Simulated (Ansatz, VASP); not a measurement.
**TePb in VASP and in Ansatz**

```
CELL_PARAMETERS angstrom
0.00000 3.23100 3.23100
3.23100 0.00000 3.23100
3.23100 3.23100 0.00000
ATOMIC_POSITIONS crystal
Pb 0.00000 0.00000 0.00000
Te 0.50000 0.50000 0.50000
```

Alike in both runs: task single point; functional PBE; k mesh 7 × 7 × 7; occupations gaussian, width 0.022 eV; no spin polarisation.

|  | VASP | Ansatz |
| --- | --- | --- |
| version | VASP 6.6.1 | Ansatz 0.2.0 |
| potentials or method | VASP PAW PBE potentials, release 64 (Pb_d, Te), cutoff 520 eV | all-electron LAPW, scalar-relativistic |

|  | VASP | Ansatz | Ansatz less VASP |
| --- | --- | --- | --- |
| pressure (GPa) | 2.1 | 2.1 | +0.07 |

Ansatz ran all-electron here, and VASP with PAW potentials.

Spin-orbit coupling is off throughout.
